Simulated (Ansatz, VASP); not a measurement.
**Two plane-wave programs on SrTe**

Contents of POSCAR:

```
SrTe
1.0
    0.0000000000      3.3526569095      3.3526569095
    3.3526569095      0.0000000000      3.3526569095
    3.3526569095      3.3526569095      0.0000000000
Sr Te
1 1
Direct
    0.0000000000      0.0000000000      0.0000000000
    0.5000000000      0.5000000000      0.5000000000
```

File INCAR.step1:

```
PREC = Accurate ; ENCUT = 440
EDIFF = 1E-5 ; ISMEAR = 0
SIGMA = 0.01 ; LREAL = False
LASPH = True ; NELM = 120
ALGO = Normal ; ISIF = 2
LWAVE = True ; LCHARG = False
NBANDS = 15 ; GGA = PE
GGA_COMPAT = False
```

Contents of INCAR.step2:

```
PREC = Accurate ; ENCUT = 440
EDIFF = 1E-6 ; ISMEAR = 0
SIGMA = 0.01 ; LREAL = False
LASPH = True ; NELM = 120
ALGO = Normal ; ISIF = 2
LWAVE = False ; LCHARG = False
METAGGA = R2SCAN ; LHFCALC = True
AEXX = 0.1 ; LMIXTAU = True
PRECFOCK = Normal ; NBANDS = 15
ISTART = 1 ; GGA_COMPAT = False
```

File KPOINTS:

```
Automatic mesh
0
Gamma
  4 4 4
```

Input for Ansatz:

```yaml
crystal:
  lattice:
    - [0.0, 3.3526569095, 3.3526569095]
    - [3.3526569095, 0.0, 3.3526569095]
    - [3.3526569095, 3.3526569095, 0.0]
  atoms:
    - { symbol: Sr, position: [0.0, 0.0, 0.0] }
    - { symbol: Te, position: [0.5, 0.5, 0.5] }
kpoints:
  mp_grid: { grid: [4, 4, 4] }
  band_path:
    path:
      - [0.0, 0.0, 0.0]
      - [0.5, 0.0, 0.5]
      - [0.625, 0.25, 0.625]
      - [0.375, 0.375, 0.75]
      - [0.5, 0.5, 0.5]
      - [0.5, 0.25, 0.75]
      - [0.0, 0.5, 0.5]
    npoints: 1
hamiltonian:
  xc: r2scanh
scf:
  occupations: { method: fixed }
  n_extra_bands: 4
output:
  forces: true
  stress: true
  eigenvalues: true
```

Alike in both runs: task single point; functional r2SCANh; k mesh 4 × 4 × 4; no spin polarisation.

```csv
,VASP,Ansatz
version,VASP 6.6.1,Ansatz 0.2.0
potentials or method,"VASP PAW PBE potentials, release 64 (Sr_sv, Te)","plane waves, PAW"
plane-wave cutoff (eV),440,500
occupations,"gaussian, width 0.01 eV",fixed
valence electrons in the cell,16,26
```

Ansatz gave:

* gap on the k mesh at the Fermi level (eV): 2.66
* pressure (GPa): 0.0

Question: Estimate VASP's values.

Answer: gap on the k mesh at the Fermi level (eV): 2.65; pressure (GPa): 0.0.

VASP's potentials were made for PBE, not for r2SCANh. VASP's potentials hold 16 valence electrons a cell and Ansatz's 26, so a difference there can come from the potentials and not from the codes. Ansatz's warnings: stress exchange threshold loose, stress scf threshold loose.

Neither program's run includes spin-orbit coupling.
